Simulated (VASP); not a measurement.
# KCr (Pm-3m) in VASP: a series of runs, part 2 of 2

VASP 6.6.1.

## (3) Relaxation of cell and atoms, PBE, collinear spin, ferromagnetic start

This run uses another cell than the first one, of 24.83 Å³/atom.

File INCAR:

```
PREC = Accurate
ENCUT = 600
EDIFF = 1E-6
ISMEAR = 0
SIGMA = 0.1
LREAL = False
LASPH = True
NELM = 150
ALGO = Normal
ISIF = 3
LWAVE = False
LCHARG = False
ISPIN = 2
MAGMOM = 0.13 4.82
LORBIT = 11
LMAXMIX = 4
GGA = PE
IBRION = 2
NSW = 90
EDIFFG = -0.04
```

File KPOINTS:

```
regular mesh
0
Gamma
  6 6 6
```

File POSCAR:

```
KCr
1.0
    3.6757978354      0.0000000000      0.0000000000
    0.0000000000      3.6757978354      0.0000000000
    0.0000000000      0.0000000000      3.6757978354
K Cr
1 1
Direct
    0.0000000000      0.0000000000      0.0000000000
    0.5000000000      0.5000000000      0.5000000000
```

Potentials or basis: VASP PAW PBE potentials, release 64 (K_sv, Cr_pv).

Command:

```
> cat potpaw_PBE.64/K_sv/POTCAR potpaw_PBE.64/Cr_pv/POTCAR > POTCAR
> mpirun -np 1 vasp_std > vasp.out
```

OUTCAR:

```text
PREC = Accurate
   ENCUT = 600
   EDIFF = 1E-6
   ISMEAR = 0
   LREAL = False
   LASPH = True
   NELM = 150
   ISIF = 3
   ISPIN = 2
   LORBIT = 11
   GGA = PE
   IBRION = 2
   NSW = 90
   EDIFFG = -0.04

 ion  position               nearest neighbor table
   1  0.000  0.000  0.000-   2 3.18   2 3.18   2 3.18   2 3.18   2 3.18   2 3.18   2 3.18   2 3.18

   2  0.500  0.500  0.500-   1 3.18   1 3.18   1 3.18   1 3.18   1 3.18   1 3.18   1 3.18   1 3.18

  LATTYP: Found a simple cubic cell.
 ALAT       =     3.6757978354

  Lattice vectors:

 A1 = (   3.6757978354,   0.0000000000,   0.0000000000)
 A2 = (   0.0000000000,   3.6757978354,   0.0000000000)
 A3 = (   0.0000000000,   0.0000000000,   3.6757978354)

Analysis of symmetry for initial positions (statically):
=====================================================================
 Subroutine PRICEL returns:
 Original cell was already a primitive cell.

 Routine SETGRP: Setting up the symmetry group for a
[... 307 lines left out ...]
  band No.  band energies     occupation
      1     -42.1852      1.00000
      2     -42.1852      1.00000
      3     -42.1852      1.00000
      4     -29.6222      1.00000
      5     -13.0868      1.00000
      6     -13.0868      1.00000
[... 356 lines left out ...]
      2     -42.1863      1.00000
      3     -42.1863      1.00000
      4     -29.6046      1.00000
      5     -13.1745      1.00000
      6     -13.1745      1.00000
[... 8 lines left out ...]
     15       2.2099      0.00000
     16       2.5628      0.00000
 Fermi energy:         1.2935964889

 spin component 2

 k-point     1 :       0.0000    0.0000    0.0000
  band No.  band energies     occupation
      1     -38.0389      1.00000
      2     -38.0389      1.00000
      3     -38.0389      1.00000
      4     -29.5949      1.00000
      5     -13.0665      1.00000
      6     -13.0665      1.00000
[... 398 lines left out ...]
  FREE ENERGIE OF THE ION-ELECTRON SYSTEM (eV)
  ---------------------------------------------------
  free  energy   TOTEN  =        -7.9744477841 eV

  energy  without entropy=       -7.9695174332  energy(sigma->0) =       -7.97198261

 reached required accuracy - stopping structural energy minimisation

 total charge

# of ion       s       p       d       tot
------------------------------------------
    1        1.976   5.563   0.029   7.568
    2        0.311   6.014   4.171  10.497
--------------------------------------------------
tot          2.288  11.577   4.200  18.065

 magnetization (x)

# of ion       s       p       d       tot
------------------------------------------
    1        0.002   0.011   0.012   0.025
    2        0.084   0.020   4.146   4.249
--------------------------------------------------
tot          0.086   0.031   4.158   4.274
```

OSZICAR:

```text
N       E                     dE             d eps       ncg     rms          rms(c)
DAV:   1     0.197955015307E+03    0.19796E+03   -0.12338E+04  1280   0.145E+03
DAV:   2     0.415736150664E+00   -0.19754E+03   -0.19236E+03  1296   0.398E+02
[... 50 lines left out ...]
DAV:   6    -0.797368179031E+01   -0.11064E-03   -0.35164E-03  1952   0.364E-01    0.453E-01
DAV:   7    -0.797437917787E+01   -0.69739E-03   -0.15393E-03  1864   0.244E-01    0.141E-01
DAV:   8    -0.797443455749E+01   -0.55380E-04   -0.10766E-03  1912   0.216E-01    0.356E-02
DAV:   9    -0.797444558068E+01   -0.11023E-04   -0.32263E-05  1432   0.489E-02    0.172E-02
DAV:  10    -0.797444714976E+01   -0.15691E-05   -0.10678E-05  1512   0.269E-02    0.400E-03
DAV:  11    -0.797444778408E+01   -0.63432E-06   -0.46787E-07   976   0.514E-03
   4 F= -.79744478E+01 E0= -.79719826E+01  d E =-.638826E+00  mag=     5.1686
```

CONTCAR:

```text
KCr
   1.00000000000000
     4.2223554570195851    0.0000000000000000    0.0000000000000000
     0.0000000000000000    4.2223554570195851    0.0000000000000000
    -0.0000000000000000    0.0000000000000000    4.2223554570195851
  K               Cr
     1     1
Direct
     0.0000000000000000    0.0000000000000000    0.0000000000000000
     0.5000000000000000    0.5000000000000000    0.5000000000000000

  0.00000000E+00  0.00000000E+00  0.00000000E+00
  0.00000000E+00  0.00000000E+00  0.00000000E+00
```

Run time: 74 s. Hardware: 1 thread of Intel Xeon 6975P-C (Granite Rapids), shared host; peak memory 0.2 GiB.

Results:

| Property | Result |
| --- | --- |
| Free energy | -7.9744 eV |
| Relaxed volume | 37.64 Å³/atom |
| Relaxed cell | a = 4.222 Å, b = 4.222 Å, c = 4.222 Å, α = 90.00°, β = 90.00°, γ = 90.00° |
| Space group after relaxing (to 0.1 Å) | Pm-3m (No. 221) |
| Energy gained by relaxing | 319.4 meV/atom |
| Ionic steps | 4 |
| Pressure after relaxing | 0.1 GPa |
| Net moment | 5.17 μB per cell |
| Site moments | K +0.03; Cr +4.25 μB |
| Valence electrons inside the program's atomic spheres | K 7.57; Cr 10.50 |

The path:
```
step  energy change (eV)  largest force (eV/Å)  pressure (GPa)  volume (Å³)
   1              0.0000                0.0000           11.02        49.67
   2             -0.5307                0.0000            3.11        62.98
   3             -0.6272                0.0000            0.85        71.33
   4             -0.6388                0.0000            0.14        75.28
```

Final structure:
```cif
data_structure
_symmetry_space_group_name_H-M 'P 1'
_symmetry_Int_Tables_number 1
_cell_length_a 4.2224
_cell_length_b 4.2224
_cell_length_c 4.2224
_cell_angle_alpha 90.000
_cell_angle_beta 90.000
_cell_angle_gamma 90.000
_cell_volume 75.28
loop_
_atom_site_label
_atom_site_type_symbol
_atom_site_fract_x
_atom_site_fract_y
_atom_site_fract_z
_atom_site_occupancy
K1 K 0.00000 0.00000 0.00000 1
Cr1 Cr 0.50000 0.50000 0.50000 1
```

Levels at points of the mesh, in eV from the Fermi level:
Spin up:
```tsv
k point	band 11	band 12	band 13	band 14	band 15	band 16
(0.00, 0.00, 0.00)	-0.67	-0.67	-0.67	3.94	3.94	4.56
(0.50, 0.00, 0.00)	-0.79	-0.79	-0.63	-0.33	4.09	4.16
(0.50, 0.50, 0.00)	-0.84	-0.45	-0.08	0.76	0.76	3.34
(0.50, 0.50, 0.50)	-0.44	-0.44	0.92	0.92	0.92	1.27
```
Spin down:
| k point | band 5 | band 6 | band 7 | band 8 | band 9 | band 10 | band 11 | band 12 |
| --- | --- | --- | --- | --- | --- | --- | --- | --- |
| (0.00, 0.00, 0.00) | -14.36 | -14.36 | -14.36 | -2.85 | 1.52 | 1.52 | 2.99 | 2.99 |
| (0.50, 0.00, 0.00) | -14.48 | -14.35 | -14.35 | -0.87 | -0.31 | 2.13 | 2.75 | 2.75 |
| (0.50, 0.50, 0.00) | -14.46 | -14.46 | -14.34 | 0.01 | 1.14 | 1.63 | 1.63 | 2.53 |
| (0.50, 0.50, 0.50) | -14.45 | -14.45 | -14.45 | 1.76 | 1.76 | 1.76 | 2.00 | 2.00 |

Caveat: the volume moved by over 15 % at a fixed basis, so the end points are rough.

## (4) Single point, PBE, collinear spin, ferromagnetic start

File INCAR:

```
ALGO = Normal ; EDIFF = 1E-6
ENCUT = 520 ; GGA = PE
ISIF = 2 ; ISMEAR = 0
ISPIN = 2 ; LASPH = True
LCHARG = True ; LELF = True
LMAXMIX = 4 ; LORBIT = 11
LREAL = False ; LVHAR = True
LWAVE = False ; MAGMOM = 0 5.16
NBANDS = 22 ; NELM = 150
PREC = Accurate ; SIGMA = 0.1
```

File KPOINTS:

```
k-points
0
Gamma
  14 14 14
```

File POSCAR:

```
KCr
1.0
    4.2486297836      0.0000000000      0.0000000000
    0.0000000000      4.2486297836      0.0000000000
    0.0000000000      0.0000000000      4.2486297836
K Cr
1 1
Direct
    0.0000000000      0.0000000000      0.0000000000
    0.5000000000      0.5000000000      0.5000000000
```

Potentials or basis: VASP PAW PBE potentials, release 64 (K_sv, Cr_pv).

Command:

```
> cat potpaw_PBE.64/K_sv/POTCAR potpaw_PBE.64/Cr_pv/POTCAR > POTCAR
> mpirun -np 1 vasp_std > vasp.out
```

OUTCAR:

```text
EDIFF = 1E-6
   ENCUT = 520
   GGA = PE
   ISIF = 2
   ISMEAR = 0
   ISPIN = 2
   LASPH = True
   LORBIT = 11
   LREAL = False
   NELM = 150
   PREC = Accurate

 ion  position               nearest neighbor table
   1  0.000  0.000  0.000-
   2  0.500  0.500  0.500-

  LATTYP: Found a simple cubic cell.
 ALAT       =     4.2486297836

  Lattice vectors:

 A1 = (   4.2486297836,   0.0000000000,   0.0000000000)
[... 1414 lines left out ...]
  in kB        0.3796410      0.3796410      0.3796410     -0.0000000     -0.0000000      0.0000000
  external PRESSURE =       0.3796410 kB  Pullay stress =       0.0000000 kB

 VOLUME and BASIS-vectors are now :
 -----------------------------------------------------------------------------
  energy-cutoff  :      520.00
  volume of cell :       76.69
      direct lattice vectors                 reciprocal lattice vectors
     4.248629784  0.000000000  0.000000000     0.235370002  0.000000000  0.000000000
     0.000000000  4.248629784  0.000000000     0.000000000  0.235370002  0.000000000
     0.000000000  0.000000000  4.248629784     0.000000000  0.000000000  0.235370002

 POSITION                                       TOTAL-FORCE (eV/Angst)
 -----------------------------------------------------------------------------------
      0.00000      0.00000      0.00000         0.000000      0.000000      0.000000
      2.12431      2.12431      2.12431         0.000000      0.000000      0.000000
 -----------------------------------------------------------------------------------
    total drift:                                0.000000      0.000000     -0.000000

  FREE ENERGIE OF THE ION-ELECTRON SYSTEM (eV)
  ---------------------------------------------------
  free  energy   TOTEN  =        -7.9857842086 eV

  energy  without entropy=       -7.9816481082  energy(sigma->0) =       -7.98371616

 total charge

# of ion       s       p       d       tot
------------------------------------------
    1        1.975   5.565   0.028   7.568
    2        0.312   6.012   4.168  10.493
--------------------------------------------------
tot          2.287  11.577   4.196  18.061

 magnetization (x)

# of ion       s       p       d       tot
------------------------------------------
    1        0.002   0.011   0.012   0.025
    2        0.087   0.021   4.144   4.252
--------------------------------------------------
tot          0.089   0.032   4.156   4.277
```

It took 1.9 min on 1 thread of Intel Xeon 6975P-C (Granite Rapids), shared host; peak memory 0.41 GiB.

What came out:

* Free energy: -7.9858 eV
* Pressure: 0.0 GPa
* Net moment: 5.19 μB per cell
* Site moments: K +0.03; Cr +4.25 μB
* Valence electrons inside the program's atomic spheres: K 7.57; Cr 10.49

Levels at points of the mesh, in eV from the Fermi level:
Spin up:
```tsv
k point	band 9	band 10	band 11	band 12	band 13	band 14	band 15	band 16	band 17	band 18
(0.00, 0.00, 0.00)	-1.28	-1.28	-0.77	-0.77	-0.77	3.83	3.83	4.40	4.40	4.40
(0.50, 0.00, 0.00)	-1.14	-1.04	-0.89	-0.89	-0.74	-0.44	3.96	3.96	4.06	6.68
(0.50, 0.50, 0.00)	-1.36	-0.94	-0.94	-0.56	-0.21	0.65	0.65	3.20	6.00	6.00
(0.50, 0.50, 0.50)	-1.13	-1.13	-0.55	-0.55	0.83	0.83	0.83	1.11	5.08	5.08
```
Spin down:
| k point | band 5 | band 6 | band 7 | band 8 | band 9 | band 10 | band 11 | band 12 |
| --- | --- | --- | --- | --- | --- | --- | --- | --- |
| (0.00, 0.00, 0.00) | -14.48 | -14.48 | -14.48 | -2.90 | 1.45 | 1.45 | 2.89 | 2.89 |
| (0.50, 0.00, 0.00) | -14.59 | -14.47 | -14.47 | -0.96 | -0.38 | 2.05 | 2.65 | 2.65 |
| (0.50, 0.50, 0.00) | -14.57 | -14.57 | -14.46 | -0.07 | 1.06 | 1.52 | 1.52 | 2.44 |
| (0.50, 0.50, 0.50) | -14.56 | -14.56 | -14.56 | 1.69 | 1.69 | 1.69 | 1.90 | 1.90 |

Caveat: an empty level that is flat over the whole mesh can mark a ghost state of the potentials, or a narrow d or f band.

## (5) Summary

| task | cell | k mesh | cutoff (eV) | gap on the mesh (eV) | pressure (GPa) | moment (μB) |
| --- | --- | --- | --- | --- | --- | --- |
| single point | a = 4.249 Å, 2 atoms | 6 × 6 × 6 | 520 | none | 0.1 | 5.17 |
| relaxation of cell and atoms | relaxed from a = 3.676 Å, 2 atoms | 6 × 6 × 6 | 600 | none | 0.1 | 5.17 |
| single point | a = 4.249 Å, 2 atoms | 14 × 14 × 14 | 520 | none | 0.0 | 5.19 |

Alike in all rows: level PBE; potentials or basis VASP PAW PBE potentials, release 64 (K_sv, Cr_pv); spin collinear, ferromagnetic start; smearing gaussian 0.1 eV.

Caveats: the volume moved by over 15 % at a fixed basis, so the end points are rough (at least some runs); an empty level that is flat over the whole mesh can mark a ghost state of the potentials, or a narrow d or f band (at least some runs).

Total energies depend on the potentials used, so only differences within one code and one set of settings carry meaning.
